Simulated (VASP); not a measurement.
# N in VASP: notebook

N is run at these levels: PBE; tasks: single point.

All numbers are computed with VASP 6.6.1; they aren't measurements. Logs are shortened: lines on timing, memory, paths and dates and some standing lists are left out, and cuts for length are marked.

## Step 1: The cell of the first run

It takes space group Pm (No. 6, monoclinic). Conventional cell: a = 4.084 Å, b = 5.346 Å, c = 4.084 Å, α = 90.00°, β = 90.00°, γ = 90.00°. N (site symmetry m) has 1 N at 1.14 Å within 1.5 Å. Within 1.5 Å of N (site symmetry m) lie 1 N at 1.11 Å. N (site symmetry m) has 1 N at 1.14 Å within 1.5 Å. N (site symmetry m) has 1 N at 1.11 Å within 1.5 Å.

## Step 2: Single point, PBE (one atom moved)

INCAR

```
PREC = Accurate
ENCUT = 520
EDIFF = 1E-7
ISMEAR = 0
SIGMA = 0.02
LREAL = False
LASPH = True
NELM = 100
ALGO = Normal
ISIF = 2
LWAVE = False
LCHARG = True
GGA = PE
LELF = True
LVHAR = True
NBANDS = 18
```

KPOINTS

```
regular mesh
0
Gamma
  6 6 4
```

POSCAR

```
N
1.0
    4.0840619700      0.0000000000      0.0000000000
    0.0000000000      4.0840619700      0.0000000000
    0.0000000000      0.0000000000      5.3459132500
N
4
Direct
    0.9042752000      0.9042752000      0.0000000000
    0.5957248000      0.4042752000      0.5000000000
    0.0957248000      0.1067432420      0.0000000000
    0.4042752000      0.5957248000      0.5000000000
```

Potentials or basis: VASP PAW PBE potentials, release 64 (N).

Run with:

```bash
> cat potpaw_PBE.64/N/POTCAR > POTCAR
> mpirun -np 1 vasp_std > vasp.out
```

OUTCAR:

```text
PREC = Accurate
   ENCUT = 520
   EDIFF = 1E-7
   ISMEAR = 0
   LREAL = False
   LASPH = True
   NELM = 100
   ISIF = 2
   GGA = PE

 ion  position               nearest neighbor table
   1  0.904  0.904  0.000-   3 1.14
   2  0.596  0.404  0.500-   4 1.11
   3  0.096  0.107  0.000-   1 1.14
   4  0.404  0.596  0.500-   2 1.11

  LATTYP: Found a simple tetragonal cell.
 ALAT       =     4.0840619700
 C/A-ratio  =     1.3089696702

  Lattice vectors:

 A1 = (   4.0840619700,   0.0000000000,   0.0000000000)
 A2 = (   0.0000000000,   4.0840619700,   0.0000000000)
 A3 = (   0.0000000000,   0.0000000000,   5.3459132500)

Analysis of symmetry for initial positions (statically):
=====================================================================
 Subroutine PRICEL returns:
 Original cell was already a primitive cell.

 Routine SETGRP: Setting up the symmetry group for a
 simple tetragonal supercell.

 Subroutine GETGRP returns: Found  2 space group operations
 (whereof  2 operations were pure point group operations)
 out of a pool of 16 trial point group operations.

The static configuration has the point symmetry C_1h.

Analysis of symmetry for dynamics (positions and initial velocities):
=====================================================================
 Subroutine PRICEL returns:
 Original cell was already a primitive cell.

 Routine SETGRP: Setting up the symmetry group for a
 simple tetragonal supercell.

 Subroutine GETGRP returns: Found  2 space group operations
 (whereof  2 operations were pure point group operations)
 out of a pool of 16 trial point group operations.

The dynamic configuration has the point symmetry C_1h.

 Subroutine INISYM returns: Found  2 space group operations
 (whereof  2 operations are pure point group operations),
 and found     1 'primitive' translations

----------------------------------------------------------------------------------------

                                     Primitive cell

  volume of cell :      89.1675

  direct lattice vectors                    reciprocal lattice vectors
     4.084061970  0.000000000  0.000000000     0.244854267  0.000000000  0.000000000
     0.000000000  4.084061970  0.000000000     0.000000000  0.244854267  0.000000000
     0.000000000  0.000000000  5.345913250     0.000000000  0.000000000  0.187058778

  length of vectors
     4.084061970  4.084061970  5.345913250     0.244854267  0.244854267  0.187058778

  position of ions in fractional coordinates (direct lattice)
     0.904275200  0.904275200  0.000000000
     0.595724800  0.404275200  0.500000000
     0.095724800  0.106743242  0.000000000
     0.404275200  0.595724800  0.500000000

  ion indices of the primitive-cell ions
   primitive index   ion index
                 1           1
                 2           2
                 3           3
                 4           4

----------------------------------------------------------------------------------------

 KPOINTS: regular mesh

Automatic generation of k-mesh.
 Grid dimensions read from file:
 generate k-points for:    6    6    4

 Generating k-lattice:

  Cartesian coordinates                     Fractional coordinates (reciprocal lattice)
     0.040809044  0.000000000  0.000000000     0.166666667  0.000000000  0.000000000
     0.000000000  0.040809044  0.000000000     0.000000000  0.166666667  0.000000000
     0.000000000  0.000000000  0.046764695     0.000000000  0.000000000  0.250000000

  Length of vectors
     0.040809044  0.040809044  0.046764695

  Shift w.r.t. Gamma in fractional coordinates (k-lattice)
     0.000000000  0.000000000  0.000000000

 Subroutine IBZKPT returns following result:
 ===========================================

 Found     60 irreducible k-points:

 Following reciprocal coordinates:
            Coordinates               Weight
  0.000000  0.000000  0.000000      1.000000
  0.166667  0.000000  0.000000      2.000000
  0.000000  0.166667  0.000000      2.000000
  0.333333  0.000000  0.000000      2.000000
  0.000000  0.333333  0.000000      2.000000
  0.500000  0.000000  0.000000      1.000000
[... 16 lines left out ...]
  0.000000  0.166667  0.250000      4.000000
  0.333333  0.000000  0.250000      4.000000
 [... further k-points ...]
   k-points           NKPTS =     60   k-points in BZ     NKDIM =     60   number of bands    NBANDS=     18
   number of dos      NEDOS =    301   number of ions     NIONS =      4
   total plane-waves  NPLWV =  36000
   dimension x,y,z NGX =    30 NGY =   30 NGZ =   40
   dimension x,y,z NGXF=    60 NGYF=   60 NGZF=   80
   ions per type =               4
   NGX,Y,Z   is equivalent  to a cutoff of  12.21, 12.21, 12.44 a.u.
   NGXF,Y,Z  is equivalent  to a cutoff of  24.42, 24.42, 24.88 a.u.
 SYSTEM =  unknown system
   PREC   = accura    normal or accurate (medium, high low for compatibility)
   ISTART =      0    job   : 0-new  1-cont  2-samecut
   ICHARG =      2    charge: 1-file 2-atom 10-const
   ISPIN  =      1    spin polarized calculation?
   LNONCOLLINEAR =      F non collinear calculations
   LSORBIT =      F    spin-orbit coupling
   LASPH  =      T    aspherical Exc in radial PAW
   ENCUT  =  520.0 eV  38.22 Ry    6.18 a.u.   7.59  7.59  9.94*2*pi/ulx,y,z
   NELM   =    100;   NELMIN=  2; NELMDL= -5     # of ELM steps
   EDIFF  = 0.1E-06   stopping-criterion for ELM
   LREAL  =      F    real-space projection
   EDIFFG = 0.1E-05   stopping-criterion for IOM
   NSW    =      0    number of steps for IOM
   IBRION =     -1    ionic relax: 0-MD 1-quasi-New 2-CG
   NFREE  =      0    steps in history (QN), initial steepest desc. (CG)
   ISIF   =      2    stress and relaxation
   ISYM   =      2    0-nonsym 1-usesym 2-fastsym
   POTIM  = 0.5000    time-step for ionic-motion
   TEBEG  =    0.0;   TEEND  =   0.0 temperature during run
   PSTRESS=    0.0 pullay stress
   NELECT =      20.0000    total number of electrons
   NUPDOWN=      -1.0000    fix difference up-down
   EMIN   =  10.00;   EMAX   =-10.00  energy-range for DOS
   EFERMI =   0.00;   METHOD = LEGACY
   ISMEAR =     0;   SIGMA  =   0.02  broadening in eV -4-tet -1-fermi 0-gaus
   EFERMI_NEDOS =   21; number of points for ismear=-14 and -15
   IALGO  =     38    algorithm
   IMIX   =      4    mixing-type and parameters
     AMIX     =   0.40;   BMIX     =  1.00
     AMIX_MAG =   1.60;   BMIX_MAG =  1.00
  volume/ion in A,a.u.               =      22.29       150.43
  Fermi-wavevector in a.u.,A,eV,Ry     =   0.994678  1.879669 13.461399  0.989385
  Thomas-Fermi vector in A             =   2.126646
   LORBIT       =      0    0 simple, 1 ext, 2 COOP (PROOUT), +10 PAW based schemes
   GGA     = PE    functional components
   LHFCALC =     F    Hartree Fock is set to
   AEXX    =    0.0000 exact exchange contribution
   IVDW    =     0    specifies the selected vdW correction
   LEPSILON=     F    determine dielectric tensor
   LRPA    =     F    only Hartree local field effects (RPA)
 non-spin polarized calculation
 Gauss-broadening in eV      SIGMA  =   0.02
  energy-cutoff  :      520.00
  volume of cell :       89.17
 maximum number of plane-waves:      2419
   NGX = 15   NGY = 15   NGZ = 19

 number of electron      20.0000000 magnetization

 Free energy of the ion-electron system (eV)
  ---------------------------------------------------
  ext. energy  EPLUGINS =         0.00000000
  ---------------------------------------------------
  free energy    TOTEN  =       -33.27214667 eV

  energy without entropy =      -33.27214667  energy(sigma->0) =      -33.27214667

 E-fermi :  -6.2207     XC(G=0):  -6.5018

 val. band max:       -6.3850787400   @ k =   0.5000   0.5000   0.5000
 cond. band min:       0.2805233747   @ k =   0.0000   0.0000   0.0000
 fundamental gap:      6.6656021147
 Fermi energy:        -6.2207037397

 k-point     1 :       0.0000    0.0000    0.0000
  band No.  band energies     occupation
      1     -24.7608      2.00000
      2     -24.2587      2.00000
      3     -10.0235      2.00000
      4      -9.7877      2.00000
      5      -8.3219      2.00000
      6      -7.8435      2.00000
[... 10 lines left out ...]
     17       7.7187      0.00000
     18      11.4562      0.00000

 k-point     2 :       0.1667    0.0000    0.0000
  band No.  band energies     occupation
      1     -24.7571      2.00000
      2     -24.2558      2.00000
      3     -10.0787      2.00000
      4      -9.8490      2.00000
      5      -8.2716      2.00000
      6      -7.9410      2.00000
[... 10 lines left out ...]
     17       7.8747      0.00000
     18      10.3293      0.00000

 k-point     3 :       0.0000    0.1667    0.0000
  band No.  band energies     occupation
      1     -24.7571      2.00000
      2     -24.2557      2.00000
      3     -10.0896      2.00000
      4      -9.8488      2.00000
      5      -8.2715      2.00000
      6      -7.9426      2.00000
[... 10 lines left out ...]
     17       7.8848      0.00000
     18      10.2213      0.00000

 k-point     4 :       0.3333    0.0000    0.0000
  band No.  band energies     occupation
      1     -24.7499      2.00000
      2     -24.2499      2.00000
      3     -10.1883      2.00000
      4      -9.9703      2.00000
      5      -8.1453      2.00000
      6      -8.0334      2.00000
[... 375 lines left out ...]
      4      -9.8491      2.00000
      5      -8.2491      2.00000
      6      -7.9937      2.00000
[... 10 lines left out ...]
     17       8.2832      0.00000
     18      10.6915      0.00000

 k-point    23 :       0.0000    0.1667    0.2500
  band No.  band energies     occupation
      1     -24.7562      2.00000
      2     -24.2564      2.00000
      3     -10.0896      2.00000
      4      -9.8490      2.00000
      5      -8.2474      2.00000
      6      -7.9935      2.00000
[... 10 lines left out ...]
     17       8.2944      0.00000
     18      10.6036      0.00000

 k-point    24 :       0.3333    0.0000    0.2500
  band No.  band energies     occupation
      1     -24.7495      2.00000
      2     -24.2501      2.00000
      3     -10.1945      2.00000
      4      -9.9772      2.00000
      5      -8.1481      2.00000
      6      -8.0695      2.00000
[... 10 lines left out ...]
     17       8.1277      0.00000
     18       9.6225      0.00000

 [... further k-points ...]
[... 5 lines left out ...]
  --------------------------------------------------------------------------------------
  -------------------------------------------------------------------------------------
  Total       -1.0794457     -1.2920042      0.2309113     -2.5710901      0.0000000      0.0000000
  in kB      -19.3956711    -23.2149614      4.1490552    -46.1978034      0.0000000      0.0000000
  external PRESSURE =     -12.8205257 kB  Pullay stress =       0.0000000 kB

 VOLUME and BASIS-vectors are now :
 -----------------------------------------------------------------------------
  energy-cutoff  :      520.00
  volume of cell :       89.17
      direct lattice vectors                 reciprocal lattice vectors
     4.084061970  0.000000000  0.000000000     0.244854267  0.000000000  0.000000000
     0.000000000  4.084061970  0.000000000     0.000000000  0.244854267  0.000000000
     0.000000000  0.000000000  5.345913250     0.000000000  0.000000000  0.187058778

 POSITION                                       TOTAL-FORCE (eV/Angst)
 -----------------------------------------------------------------------------------
      3.69312      3.69312      0.00000         2.391125      2.538247      0.000000
      2.43298      1.65108      2.67296         0.758200     -0.758080      0.000000
      0.39095      0.43595      0.00000        -2.391116     -2.541328      0.000000
      1.65108      2.43298      2.67296        -0.758209      0.761161      0.000000
 -----------------------------------------------------------------------------------
    total drift:                                0.000309     -0.000306     -0.000000

  FREE ENERGIE OF THE ION-ELECTRON SYSTEM (eV)
  ---------------------------------------------------
  free  energy   TOTEN  =       -33.2721466724 eV

  energy  without entropy=      -33.2721466724  energy(sigma->0) =      -33.27214667
```

Wall time 44 s (1 thread of AMD EPYC 7R13 (Zen 3), shared host); peak memory 0.18 GiB.

Results:

| Item | Value |
| --- | --- |
| Free energy | -33.2721 eV |
| Pressure | -1.3 GPa |
| Largest force | 3.489 eV/Å |
| Band gap on the k mesh | 6.67 eV, indirect (least direct gap 6.88 eV) |

Forces in eV/Å, atoms in the order of the input:
```
N    2.391  2.538  0.000
N    0.758 -0.758  0.000
N   -2.391 -2.541  0.000
N   -0.758  0.761  0.000
```

Caveat: the cell differs from its parent crystal (one atom moved); the standard files for N, O and F lose accuracy on very short bonds; forces of over 1 eV/Å act on the atoms, so gaps and moduli don't describe the material at rest.

(Continued in part 2 of 2.)
